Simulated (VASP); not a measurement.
# Al (Fm-3m) in VASP: a series of runs, part 2 of 2

VASP 6.6.1. Earlier steps stand in the parts before.

**3. Relaxation of cell and atoms, RPBE+D4**

INCAR

```
PREC = Accurate
ENCUT = 600
EDIFF = 1E-7
ISMEAR = -1
SIGMA = 0.05
LREAL = False
LASPH = True
NELM = 60
ALGO = Normal
ISIF = 3
LWAVE = False
LCHARG = False
GGA = RP
IVDW = 13
IBRION = 2
NSW = 80
EDIFFG = -0.02
```

KPOINTS

```
Automatic mesh
0
Gamma
  11 11 11
```

POSCAR

```
Al
1.0
    0.0000000000      2.0248050000      2.0248050000
    2.0248050000      0.0000000000      2.0248050000
    2.0248050000      2.0248050000      0.0000000000
Al
1
Direct
    0.0000000000      0.0000000000      0.0000000000
```

Potentials or basis: VASP PAW PBE potentials, release 64 (Al).

On the command line:

```sh
$ cat potpaw_PBE.64/Al/POTCAR > POTCAR
$ mpirun -np 1 vasp_std > vasp.out
```

OUTCAR:

```text
PREC = Accurate
   ENCUT = 600
   EDIFF = 1E-7
   ISMEAR = -1
   LREAL = False
   LASPH = True
   NELM = 60
   ISIF = 3
   GGA = RP
   IVDW = 13
   IBRION = 2
   NSW = 80
   EDIFFG = -0.02

 ion  position               nearest neighbor table
   1  0.000  0.000  0.000-

  LATTYP: Found a face centered cubic cell.
 ALAT       =     4.0496100000

  Lattice vectors:

 A1 = (   0.0000000000,   2.0248050000,   2.0248050000)
 A2 = (   2.0248050000,   0.0000000000,   2.0248050000)
 A3 = (   2.0248050000,   2.0248050000,   0.0000000000)

Analysis of symmetry for initial positions (statically):
=====================================================================
 Subroutine PRICEL returns:
 Original cell was already a primitive cell.

 Routine SETGRP: Setting up the symmetry group for a
 face centered cubic supercell.
[... 169 lines left out ...]
  DFT-D4 for vdW energy calculation

  Edisp (eV):   -0.65462
[... 69 lines left out ...]
--------------------------------------- Ionic step        3  -------------------------------------------

 number of electron       3.0000000 magnetization

 Free energy of the ion-electron system (eV)
  ---------------------------------------------------
  ext. energy  EPLUGINS =         0.00000000
  ---------------------------------------------------
  free energy    TOTEN  =        -3.49360017 eV

  energy without entropy =       -3.48968453  energy(sigma->0) =       -3.49164235

 E-fermi :   8.7151     XC(G=0): -10.3526

 val. band max:        8.6613613398   @ k =  -0.4545   0.3636   0.0000
 cond. band min:       8.7514086114   @ k =   0.4545   0.1818   0.0909
 fundamental gap:      0.0900472716
 Fermi energy:         8.7151333250

 k-point     1 :       0.0000    0.0000    0.0000
  band No.  band energies     occupation
      1      -2.8294      2.00000
      2      21.6463      0.00000
      3      21.6463      0.00000
      4      21.6463      0.00000
      5      23.7213      0.00000
[... 177 lines left out ...]
 k-point    24 :      -0.1818    0.1818    0.0000
  band No.  band energies     occupation
      1      -0.3597      2.00000
      2      12.6187      0.00000
      3      14.2975      0.00000
      4      21.1132      0.00000
      5      23.1761      0.00000

 [... further k-points ...]

------------------------ aborting loop because EDIFF is reached ----------------------------------------

  DFT-D4 for vdW energy calculation

  Edisp (eV):   -0.69600
[... 24 lines left out ...]
  FREE ENERGIE OF THE ION-ELECTRON SYSTEM (eV)
  ---------------------------------------------------
  free  energy   TOTEN  =        -4.1896005781 eV

  energy  without entropy=       -4.1856849423  energy(sigma->0) =       -4.18764276

 reached required accuracy - stopping structural energy minimisation
```

OSZICAR:

```text
N       E                     dE             d eps       ncg     rms          rms(c)
DAV:   1    -0.830979966690E+00   -0.83098E+00   -0.99840E+02   560   0.395E+02
DAV:   2    -0.351661720624E+01   -0.26856E+01   -0.25408E+01   725   0.332E+01
DAV:   3    -0.353846667750E+01   -0.21849E-01   -0.21846E-01   770   0.389E+00
[... 19 lines left out ...]
DAV:   1    -0.349365469401E+01   -0.97421E-02   -0.77101E-03   725   0.574E-01    0.972E-02
DAV:   2    -0.349362474939E+01    0.29945E-04   -0.52224E-05   595   0.640E-02    0.283E-02
DAV:   3    -0.349360447492E+01    0.20274E-04   -0.32483E-06   700   0.140E-02    0.113E-02
DAV:   4    -0.349360007073E+01    0.44042E-05   -0.10092E-06   650   0.762E-03    0.716E-03
DAV:   5    -0.349360016701E+01   -0.96280E-07   -0.12882E-08   390   0.123E-03
   3 F= -.41896006E+01 E0= -.41876428E+01  d E =-.175798E-01
```

CONTCAR:

```text
Al
   1.00000000000000
    -0.0000000000000000    1.9816538080078632    1.9816538080078632
     1.9816538080078632   -0.0000000000000000    1.9816538080078632
     1.9816538080078632    1.9816538080078632   -0.0000000000000000
  Al
     1
Direct
     0.0000000000000000    0.0000000000000000    0.0000000000000000

  0.00000000E+00  0.00000000E+00  0.00000000E+00
```

It took 12 s on 1 thread of Intel Xeon Platinum 8375C at 2.90GHz (Ice Lake), shared host; peak memory 0.13 GiB.

Results:

```
Free energy                            : -4.1896 eV
Relaxed volume                         : 15.56 Å³/atom
Relaxed cell                           : a = 2.802 Å, b = 2.802 Å, c = 2.802 Å, α = 60.00°, β = 60.00°, γ = 60.00°
Space group after relaxing (to 0.05 Å) : Fm-3m (No. 225)
Energy gained by relaxing              : 17.6 meV/atom
Ionic steps                            : 3
Pressure after relaxing                : 0.0 GPa
Dispersion energy per atom             : -0.696 eV
```

The path:
| step | energy change (eV) | largest force (eV/Å) | pressure (GPa) | volume (Å³) |
| --- | --- | --- | --- | --- |
| 1 | 0.0000 | 0.0000 | -5.13 | 16.60 |
| 2 | -0.0168 | 0.0000 | 1.26 | 15.36 |
| 3 | -0.0176 | 0.0000 | 0.02 | 15.56 |

Final structure:
```
Al
1.0
     0.00000    1.98165    1.98165
     1.98165    0.00000    1.98165
     1.98165    1.98165    0.00000
Al
1
Direct
  0.00000 0.00000 0.00000
```

Caveat: the PAW data sets were made with another functional, which shifts forces and pressure a little; pairwise dispersion overbinds metals, which lowers pressure and volume.

**4. Single point, LDA**

INCAR

```
PREC = Accurate
ENCUT = 520
EDIFF = 1E-6
ISMEAR = 1
SIGMA = 0.2
LREAL = F
LASPH = T
NELM = 60
ALGO = Normal
ISIF = 2
LWAVE = F
LCHARG = F
NBANDS = 8
```

KPOINTS

```
regular mesh
0
Gamma
  11 11 11
```

POSCAR is that of step 3.

Potentials or basis: VASP PAW LDA potentials, release 64 (Al).

On the command line:

```sh
$ cat potpaw_LDA.64/Al/POTCAR > POTCAR
$ mpirun -np 1 vasp_std > vasp.out
```

It took 2.3 s on 1 thread of Intel Xeon 6975P-C (Granite Rapids), shared host; peak memory 0.11 GiB.

Results (log left out):

```
Free energy : -4.1910 eV
Pressure    : -3.6 GPa
```

Levels at points of the mesh, in eV from the Fermi level:
| k point | band 1 | band 2 | band 3 | band 4 | band 5 |
| --- | --- | --- | --- | --- | --- |
| (0.00, 0.00, 0.00) | -11.06 | 12.53 | 12.53 | 12.53 | 13.80 |

**5. Single point, BLYP+D4**

This run uses another cell than the first one, of 15.84 Å³/atom, 0.954 times its volume.

INCAR

```
PREC = Accurate ; ENCUT = 520
EDIFF = 1E-6 ; ISMEAR = -1
SIGMA = 0.05 ; LREAL = False
LASPH = True ; NELM = 80
ALGO = Normal ; ISIF = 2
LWAVE = False ; LCHARG = False
GGA = B5 ; ALDAX = 1.0
AGGAX = 1.0 ; AGGAC = 1.0
ALDAC = 0.0 ; IVDW = 13
VDW_S6 = 1.0 ; VDW_S8 = 2.34076671
VDW_A1 = 0.44488865 ; VDW_A2 = 4.0933009
NBANDS = 8
```

KPOINTS

```
Automatic mesh
0
Gamma
  11 11 11
```

POSCAR

```
Al
1.0
    0.0000000000      1.9933778307      1.9933778307
    1.9933778307      0.0000000000      1.9933778307
    1.9933778307      1.9933778307      0.0000000000
Al
1
Direct
    0.0000000000      0.0000000000      0.0000000000
```

Potentials or basis: VASP PAW PBE potentials, release 64 (Al).

On the command line:

```sh
$ cat potpaw_PBE.64/Al/POTCAR > POTCAR
$ mpirun -np 1 vasp_std > vasp.out
```

It took 4.6 s on 1 thread of Intel Xeon 6975P-C (Granite Rapids), shared host; peak memory 0.13 GiB.

Results (log left out):

* Free energy: -3.3634 eV
* Pressure: 0.2 GPa
* Dispersion energy per atom: -0.680 eV

Levels at points of the mesh, in eV from the Fermi level:
| k point | band 1 | band 2 | band 3 | band 4 | band 5 |
| --- | --- | --- | --- | --- | --- |
| (0.00, 0.00, 0.00) | -11.42 | 12.79 | 12.79 | 12.79 | 14.44 |

Caveat: the PAW data sets were made with another functional, which shifts forces and pressure a little; pairwise dispersion overbinds metals, which lowers pressure and volume.

**6. Overview**

```tsv
task	level	potentials or basis	cell	cutoff (eV)	smearing	gap on the mesh (eV)	pressure (GPa)	relaxed volume (Å³/atom)
relaxation of cell and atoms	RPBE+D3(BJ)	VASP PAW PBE potentials, release 64 (Al)	relaxed from a = 2.864 Å, angles 60.0°, 1 atom	600	fermi-dirac 0.05 eV	none	-0.1	13.48
relaxation of cell and atoms	RPBE+D4	VASP PAW PBE potentials, release 64 (Al)	relaxed from a = 2.864 Å, angles 60.0°, 1 atom	600	fermi-dirac 0.05 eV	none	0.0	15.56
single point	LDA	VASP PAW LDA potentials, release 64 (Al)	a = 2.864 Å, angles 60.0°, 1 atom	520	methfessel-paxton 0.2 eV	none	-3.6	-
single point	BLYP+D4	VASP PAW PBE potentials, release 64 (Al)	a = 2.819 Å, angles 60.0°, 1 atom	520	fermi-dirac 0.05 eV	none	0.2	-
```

Alike in all rows: no spin polarisation; k mesh 11 × 11 × 11.

Caveats: the PAW data sets were made with another functional, which shifts forces and pressure a little (some runs); pairwise dispersion overbinds metals, which lowers pressure and volume (some runs); the volume moved by over 15 % at a fixed basis, so the end points are rough (some runs); the volume moved by -19 % from the deposited cell, more than functionals usually miss (some runs).

Total energies depend on the potentials used, so only differences within one code and one set of settings carry meaning.

**7. How close it comes**

Step 2. The cell as given is a measured one (16.60 Å³/atom); RPBE+D3(BJ) puts the equilibrium volume -18.8 % from it, thermal expansion not counted.

Step 3. The cell as given is a measured one (16.60 Å³/atom); RPBE+D4 puts the equilibrium volume -6.3 % from it, thermal expansion not counted.
